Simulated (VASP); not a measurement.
Set up this calculation in VASP 6.6.1, as the native input.

```
Task                   : single point
Functional             : PBEsol
Potentials or basis    : VASP PAW PBE potentials, release 64 (Sn_d)
Cutoff                 : 520 eV
k mesh                 : 18 × 18 × 18
Occupations            : gaussian, width 0.15 eV
Spin                   : no spin polarisation
Dipole correction      : no
Further INCAR settings : ALGO = Fast; EDIFF = 1e-06; NBANDS = 13
```

The structure of Sn lies in POSCAR:

```
Sn
1.0
   -1.8662320419      1.8662320419      1.9230715965
    1.8662320419     -1.8662320419      1.9230715965
    1.8662320419      1.8662320419     -1.9230715965
Sn
1
Direct
    0.0000000000      0.0000000000      0.0000000000
```

This cell differs from its parent crystal: strain -0.015 along x and y, +0.015 along z.

These files were run (other wordings do the same):

INCAR

```
SYSTEM = Sn
ALGO     = Fast           ! electronic algorithm
EDIFF    = 1E-6           ! SCF threshold, eV
ENCUT    = 520            ! plane-wave cutoff, eV
GGA      = PS             ! functional
ISIF     = 2              ! what is computed and relaxed
ISMEAR   = 0              ! smearing method
LASPH    = .True.         ! aspherical terms in the spheres
LCHARG   = .False.        ! write CHGCAR
LREAL    = .False.        ! projectors in reciprocal space
LWAVE    = .False.        ! write WAVECAR
NBANDS   = 13             ! bands
NELM     = 100            ! most SCF steps
PREC     = Accurate       ! precision mode
SIGMA    = 0.15           ! smearing width, eV
```

KPOINTS

```
k-points
0
Gamma
  18 18 18
  0 0 0
```

Potentials or basis: VASP PAW PBE potentials, release 64 (Sn_d).

Run with:

```sh
$ cat potpaw_PBE.64/Sn_d/POTCAR > POTCAR
$ mpirun -np 1 vasp_std > vasp.out
```

It gave:

```json
{"Pressure": "-1.2 GPa", "Band gap on the k mesh": "zero (bands 7 and 8 overlap by 10.46 eV)"}
```

Caveat: the cell differs from its parent crystal (strain -0.015 along x and y, +0.015 along z); the PAW data sets were made with another functional, which shifts forces and pressure a little; spin-orbit coupling is left out, which moves the levels of the heavy elements.

It took 35 s on 1 thread of Intel(R) Xeon(R) 6975P-C (Granite Rapids), with other jobs on the host, peak memory 0.26 GiB.
